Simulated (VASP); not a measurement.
# C (P-3m1) in VASP: further runs

C is run at these levels: PBE; tasks: single point, relaxation of cell and atoms.

All numbers are computed with VASP 6.6.1; they aren't measurements. Logs are shortened: lines on timing, memory, paths and dates and some standing lists are left out, and cuts for length are marked.

## Step 1: The cell of the first run

The structure is trigonal, space group P-3m1 (No. 164). Conventional cell: a = 2.481 Å, b = 2.481 Å, c = 10.146 Å, α = 90.00°, β = 90.00°, γ = 120.00°. Within 2.0 Å of C (site symmetry 3m) lie 4 C at 1.52 Å. C (site symmetry 3m) has 4 C at 1.52 Å within 2.0 Å. Within 2.0 Å of C (site symmetry 3m) lie 4 C at 1.52 Å. Within 2.0 Å of C (site symmetry 3m) lie 4 C at 1.52 Å. C (site symmetry 3m) has 4 C at 1.52 Å within 2.0 Å.

## Step 2: Single point, PBE

INCAR

```
PREC     = Accurate       # precision mode
ENCUT    = 600            # plane-wave cutoff, eV
EDIFF    = 1E-6           # SCF threshold, eV
ISMEAR   = 0              # smearing method
SIGMA    = 0.1            # smearing width, eV
LREAL    = False          # projectors in reciprocal space
LASPH    = True           # aspherical terms in the spheres
NELM     = 120            # most SCF steps
ALGO     = Normal         # electronic algorithm
ISIF     = 2              # what is computed and relaxed
LWAVE    = False          # write WAVECAR
LCHARG   = False          # write CHGCAR
GGA      = PE             # functional
NBANDS   = 31             # bands
GGA_COMPAT= False
```

KPOINTS

```
Automatic mesh
0
Gamma
  6 6 2
```

POSCAR

```
C
1.0
    2.4805788300      0.0000000000      0.0000000000
   -1.2402894200      2.1482442800      0.0000000000
    0.0000000000      0.0000000000     10.1461392700
C
10
Direct
    0.3333333300      0.6666666700      0.1248105000
    0.3333333300      0.6666666700      0.5251556800
    0.6666666700      0.3333333300      0.7251608800
    0.0000000000      0.0000000000      0.9249870200
    0.6666666700      0.3333333300      0.3248596900
    0.3333333300      0.6666666700      0.6751403100
    0.0000000000      0.0000000000      0.0750129800
    0.6666666700      0.3333333300      0.8751895000
    0.3333333300      0.6666666700      0.2748391200
    0.6666666700      0.3333333300      0.4748443200
```

Potentials or basis: VASP PAW PBE potentials, release 64 (C).

The run is started by

```console
cat potpaw_PBE.64/C/POTCAR > POTCAR
mpirun -np 1 vasp_std > vasp.out
```

OUTCAR:

```text
PREC = Accurate
   ENCUT = 600
   EDIFF = 1E-6
   ISMEAR = 0
   LREAL = False
   LASPH = True
   NELM = 120
   ISIF = 2
   GGA = PE

 ion  position               nearest neighbor table
   1  0.333  0.667  0.125-   7 1.52   7 1.52   7 1.52   9 1.52
   2  0.333  0.667  0.525-  10 1.52  10 1.52  10 1.52   6 1.52
   3  0.667  0.333  0.725-   6 1.52   6 1.52   6 1.52   8 1.52
   4  0.000  0.000  0.925-   8 1.52   8 1.52   8 1.52   7 1.52
   5  0.667  0.333  0.325-   9 1.52   9 1.52   9 1.52  10 1.52
   6  0.333  0.667  0.675-   3 1.52   3 1.52   3 1.52   2 1.52
   7  0.000  0.000  0.075-   1 1.52   1 1.52   1 1.52   4 1.52
   8  0.667  0.333  0.875-   4 1.52   4 1.52   4 1.52   3 1.52
   9  0.333  0.667  0.275-   5 1.52   5 1.52   5 1.52   1 1.52
  10  0.667  0.333  0.475-   2 1.52   2 1.52   2 1.52   5 1.52

  LATTYP: Found a hexagonal cell.
 ALAT       =     2.4805788300
 C/A-ratio  =     4.0902305330

  Lattice vectors:

 A1 = (   2.4805788300,   0.0000000000,   0.0000000000)
 A2 = (  -1.2402894200,   2.1482442800,   0.0000000000)
 A3 = (   0.0000000000,   0.0000000000,  10.1461392700)

Analysis of symmetry for initial positions (statically):
=====================================================================
 Subroutine PRICEL returns:
 Original cell was already a primitive cell.

 Routine SETGRP: Setting up the symmetry group for a
 hexagonal supercell.

 Subroutine GETGRP returns: Found 12 space group operations
 (whereof 12 operations were pure point group operations)
 out of a pool of 24 trial point group operations.

The static configuration has the point symmetry D_3d.

Analysis of symmetry for dynamics (positions and initial velocities):
=====================================================================
 Subroutine PRICEL returns:
 Original cell was already a primitive cell.

 Routine SETGRP: Setting up the symmetry group for a
 hexagonal supercell.

 Subroutine GETGRP returns: Found 12 space group operations
 (whereof 12 operations were pure point group operations)
 out of a pool of 24 trial point group operations.

The dynamic configuration has the point symmetry D_3d.

 Subroutine INISYM returns: Found 12 space group operations
 (whereof 12 operations are pure point group operations),
 and found     1 'primitive' translations

----------------------------------------------------------------------------------------

                                     Primitive cell

  volume of cell :      54.0677

  direct lattice vectors                    reciprocal lattice vectors
     2.480578830  0.000000000  0.000000000     0.403131716  0.232748206  0.000000000
    -1.240289420  2.148244280  0.000000000     0.000000000  0.465496410  0.000000000
     0.000000000  0.000000000 10.146139270     0.000000000  0.000000000  0.098559656

  length of vectors
     2.480578830  2.480578830 10.146139270     0.465496410  0.465496410  0.098559656

  position of ions in fractional coordinates (direct lattice)
     0.333333330  0.666666670  0.124810500
     0.333333330  0.666666670  0.525155680
     0.666666670  0.333333330  0.725160880
     0.000000000  0.000000000  0.924987020
     0.666666670  0.333333330  0.324859690
     0.333333330  0.666666670  0.675140310
     0.000000000  0.000000000  0.075012980
     0.666666670  0.333333330  0.875189500
     0.333333330  0.666666670  0.274839120
     0.666666670  0.333333330  0.474844320

  ion indices of the primitive-cell ions
   primitive index   ion index
                 1           1
                 2           2
                 3           3
                 4           4
                 5           5
                 6           6
                 7           7
                 8           8
                 9           9
                10          10

----------------------------------------------------------------------------------------

 KPOINTS: Automatic mesh

Automatic generation of k-mesh.
 Grid dimensions read from file:
 generate k-points for:    6    6    2

 Generating k-lattice:

  Cartesian coordinates                     Fractional coordinates (reciprocal lattice)
     0.067188619  0.038791368  0.000000000     0.166666667 -0.000000000  0.000000000
     0.000000000  0.077582735  0.000000000     0.000000000  0.166666667  0.000000000
     0.000000000  0.000000000  0.049279828     0.000000000  0.000000000  0.500000000

  Length of vectors
     0.077582735  0.077582735  0.049279828

  Shift w.r.t. Gamma in fractional coordinates (k-lattice)
     0.000000000  0.000000000  0.000000000

 Subroutine IBZKPT returns following result:
 ===========================================

 Found     14 irreducible k-points:

 Following reciprocal coordinates:
            Coordinates               Weight
  0.000000  0.000000  0.000000      1.000000
  0.166667  0.000000  0.000000      6.000000
  0.333333  0.000000  0.000000      6.000000
  0.500000  0.000000  0.000000      3.000000
  0.166667  0.166667  0.000000      6.000000
  0.333333  0.166667  0.000000     12.000000
  0.333333  0.333333  0.000000      2.000000
  0.000000  0.000000  0.500000      1.000000
  0.166667  0.000000  0.500000      6.000000
  0.333333  0.000000  0.500000      6.000000
  0.500000  0.000000  0.500000      3.000000
  0.166667  0.166667  0.500000      6.000000
  0.333333  0.166667  0.500000     12.000000
  0.333333  0.333333  0.500000      2.000000
   k-points           NKPTS =     14   k-points in BZ     NKDIM =     14   number of bands    NBANDS=     31
   number of dos      NEDOS =    301   number of ions     NIONS =     10
   total plane-waves  NPLWV =  33600
   dimension x,y,z NGX =    20 NGY =   20 NGZ =   84
   dimension x,y,z NGXF=    40 NGYF=   40 NGZF=  168
   ions per type =              10
   NGX,Y,Z   is equivalent  to a cutoff of  13.40, 13.40, 13.76 a.u.
   NGXF,Y,Z  is equivalent  to a cutoff of  26.81, 26.81, 27.53 a.u.
 SYSTEM =  unknown system
   PREC   = accura    normal or accurate (medium, high low for compatibility)
   ISTART =      0    job   : 0-new  1-cont  2-samecut
   ICHARG =      2    charge: 1-file 2-atom 10-const
   ISPIN  =      1    spin polarized calculation?
   LNONCOLLINEAR =      F non collinear calculations
   LSORBIT =      F    spin-orbit coupling
   LASPH  =      T    aspherical Exc in radial PAW
   ENCUT  =  600.0 eV  44.10 Ry    6.64 a.u.   4.95  4.95 20.26*2*pi/ulx,y,z
   NELM   =    120;   NELMIN=  2; NELMDL= -5     # of ELM steps
   EDIFF  = 0.1E-05   stopping-criterion for ELM
   LREAL  =      F    real-space projection
   EDIFFG = 0.1E-04   stopping-criterion for IOM
   NSW    =      0    number of steps for IOM
   IBRION =     -1    ionic relax: 0-MD 1-quasi-New 2-CG
   NFREE  =      0    steps in history (QN), initial steepest desc. (CG)
   ISIF   =      2    stress and relaxation
   ISYM   =      2    0-nonsym 1-usesym 2-fastsym
   POTIM  = 0.5000    time-step for ionic-motion
   TEBEG  =    0.0;   TEEND  =   0.0 temperature during run
   PSTRESS=    0.0 pullay stress
   NELECT =      40.0000    total number of electrons
   NUPDOWN=      -1.0000    fix difference up-down
   EMIN   =  10.00;   EMAX   =-10.00  energy-range for DOS
   EFERMI =   0.00;   METHOD = LEGACY
   ISMEAR =     0;   SIGMA  =   0.10  broadening in eV -4-tet -1-fermi 0-gaus
   EFERMI_NEDOS =   21; number of points for ismear=-14 and -15
   IALGO  =     38    algorithm
   IMIX   =      4    mixing-type and parameters
     AMIX     =   0.40;   BMIX     =  1.00
     AMIX_MAG =   1.60;   BMIX_MAG =  1.00
  volume/ion in A,a.u.               =       5.41        36.49
  Fermi-wavevector in a.u.,A,eV,Ry     =   1.480638  2.798001 29.827915  2.192290
  Thomas-Fermi vector in A             =   2.594648
   LORBIT       =      0    0 simple, 1 ext, 2 COOP (PROOUT), +10 PAW based schemes
   GGA     = PE    functional components
   LHFCALC =     F    Hartree Fock is set to
   AEXX    =    0.0000 exact exchange contribution
   IVDW    =     0    specifies the selected vdW correction
   LEPSILON=     F    determine dielectric tensor
   LRPA    =     F    only Hartree local field effects (RPA)
 non-spin polarized calculation
 Gauss-broadening in eV      SIGMA  =   0.10
  energy-cutoff  :      600.00
  volume of cell :       54.07
 maximum number of plane-waves:      1842
 NGX is ok and might be reduce to    20
   NGX =  9   NGY =  9   NGZ = 41

 number of electron      39.9999999 magnetization

 Free energy of the ion-electron system (eV)
  ---------------------------------------------------
  ext. energy  EPLUGINS =         0.00000000
  ---------------------------------------------------
  free energy    TOTEN  =       -90.58970456 eV

  energy without entropy =      -90.58970456  energy(sigma->0) =      -90.58970456

 E-fermi :  11.0741     XC(G=0): -13.4891

 val. band max:       10.5635118731   @ k =   0.0000   0.0000   0.0000
 cond. band min:      15.0435317141   @ k =   0.3333   0.0000   0.0000
 fundamental gap:      4.4800198410
 Fermi energy:        11.0741455529

 k-point     1 :       0.0000    0.0000    0.0000
  band No.  band energies     occupation
      1     -11.7068      2.00000
      2     -10.5739      2.00000
      3     -10.5629      2.00000
      4      -7.2920      2.00000
      5      -7.2723      2.00000
      6      -1.4101      2.00000
[... 23 lines left out ...]
     30      19.0439      0.00000
     31      19.0439      0.00000

 k-point     2 :       0.1667    0.0000    0.0000
  band No.  band energies     occupation
      1     -11.0025      2.00000
      2      -9.8772      2.00000
      3      -9.8654      2.00000
      4      -6.6312      2.00000
      5      -6.6073      2.00000
      6      -0.8390      2.00000
[... 400 lines left out ...]
 k-point    14 :       0.3333    0.3333    0.5000
  band No.  band energies     occupation
      1      -4.1678      2.00000
      2      -4.1678      2.00000
      3      -3.8674      2.00000
      4      -3.6892      2.00000
      5      -3.6892      2.00000
      6      -1.4841      2.00000
[... 23 lines left out ...]
     30      23.4762      0.00000
     31      23.4763      0.00000

------------------------ aborting loop because EDIFF is reached ----------------------------------------

  FORCE on cell =-STRESS in cart. coord.  units (eV):
  Direction    XX          YY          ZZ          XY          YZ          ZX
  --------------------------------------------------------------------------------------
  -------------------------------------------------------------------------------------
  Total        7.6771163      7.6771163     10.4243049     -0.0000000      0.0000000     -0.0000000
  in kB      227.4946503    227.4946497    308.9016096     -0.0000005      0.0000000     -0.0000000
  external PRESSURE =     254.6303032 kB  Pullay stress =       0.0000000 kB

 VOLUME and BASIS-vectors are now :
 -----------------------------------------------------------------------------
  energy-cutoff  :      600.00
  volume of cell :       54.07
      direct lattice vectors                 reciprocal lattice vectors
     2.480578830  0.000000000  0.000000000     0.403131716  0.232748206  0.000000000
    -1.240289420  2.148244280  0.000000000     0.000000000  0.465496410  0.000000000
     0.000000000  0.000000000 10.146139270     0.000000000  0.000000000  0.098559656

 POSITION                                       TOTAL-FORCE (eV/Angst)
 -----------------------------------------------------------------------------------
     -0.00000      1.43216      1.26634        -0.000000      0.000000      0.098134
     -0.00000      1.43216      5.32830         0.000000     -0.000000     -0.099108
      1.24029      0.71608      7.35758        -0.000000      0.000000      0.345441
      0.00000      0.00000      9.38505        -0.000000     -0.000000      0.073464
      1.24029      0.71608      3.29607         0.000000      0.000000     -0.308577
     -0.00000      1.43216      6.85007        -0.000000      0.000000      0.308577
      0.00000      0.00000      0.76109        -0.000000      0.000000     -0.073464
      1.24029      0.71608      8.87979         0.000000      0.000000     -0.098134
     -0.00000      1.43216      2.78856         0.000000      0.000000     -0.345441
      1.24029      0.71608      4.81784        -0.000000      0.000000      0.099108
 -----------------------------------------------------------------------------------
    total drift:                               -0.000000     -0.000000      0.000000

  FREE ENERGIE OF THE ION-ELECTRON SYSTEM (eV)
  ---------------------------------------------------
  free  energy   TOTEN  =       -90.5897045592 eV

  energy  without entropy=      -90.5897045592  energy(sigma->0) =      -90.58970456
```

Wall time 12 s (1 thread of Intel Xeon 6975P-C (Granite Rapids), shared host); peak memory 0.17 GiB.

Results:

```
Free energy            : -90.5897 eV
Pressure               : 25.5 GPa
Largest force          : 0.345 eV/Å
Band gap on the k mesh : 4.48 eV, indirect (least direct gap 5.33 eV)
```

Forces in eV/Å, atoms in the order of the input:
```
C    0.000  0.000  0.098
C    0.000  0.000 -0.099
C    0.000  0.000  0.345
C    0.000  0.000  0.073
C    0.000  0.000 -0.309
C    0.000  0.000  0.309
C    0.000  0.000 -0.073
C    0.000  0.000 -0.098
C    0.000  0.000 -0.345
C    0.000  0.000  0.099
```

Stress tensor (GPa, compression positive):
```
22.75  0.00  0.00
 0.00 22.75  0.00
 0.00  0.00 30.89
```

Caveat: the k points lie up to 0.49 Å⁻¹ apart. As with any semilocal functional, this PBE gap is likely too small.

(Part 1 of 2 ends here.)
